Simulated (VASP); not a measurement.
Here is a VASP 6.6.1 calculation.

The input INCAR:

```
SYSTEM = MoS2
  ALGO = Normal
  EDIFF = 1E-6
  ENCUT = 520
  GGA = PE
  ISIF = 2
  ISMEAR = -1
  LASPH = .True.
  LCHARG = .True.
  LELF = .True.
  LREAL = .False.
  LVHAR = .True.
  LWAVE = .False.
  NBANDS = 35
  NELM = 80
  PREC = Accurate
  SIGMA = 0.02
```

File KPOINTS:

```
k-points
0
Gamma
  12 12 2
  0 0 0
```

The input POSCAR:

```
MoS2
1.0
    3.2364803279      0.0000000000      0.0000000000
   -1.6182401640      2.8028741828      0.0000000000
    0.0000000000      0.0000000000     12.3343036794
Mo S
2 4
Direct
    0.3333333333      0.6666666667      0.2500000000
    0.6666666667      0.3333333333      0.7500000000
    0.6666666667      0.3333333333      0.3745234020
    0.6666666667      0.3333333333      0.1254765980
    0.3333333333      0.6666666667      0.8745234020
    0.3333333333      0.6666666667      0.6254765980
```

Potentials or basis: VASP PAW PBE potentials, release 64 (Mo_sv, S).

Run with:

```bash
$ cat potpaw_PBE.64/Mo_sv/POTCAR potpaw_PBE.64/S/POTCAR > POTCAR
$ mpirun -np 1 vasp_std > vasp.out
```

Question: What does it give for the band gap on the k mesh?

Answer: 0.63 eV, indirect (least direct gap 1.44 eV).

Question: Predict the largest force.

Answer: 0.081 eV/Å.

Question: Predict the pressure.

Answer: -1.3 GPa.

Stress tensor (GPa, compression positive):
```
-3.33  0.00  0.00
 0.00 -3.33  0.00
 0.00  0.00  2.89
```

Caveat: the cell differs from its parent crystal (epitaxial xy strain +2.0%); this functional lacks dispersion, which binds the layers, so the pressure and a relaxed spacing across them are unreliable. A k mesh can miss the band edges.
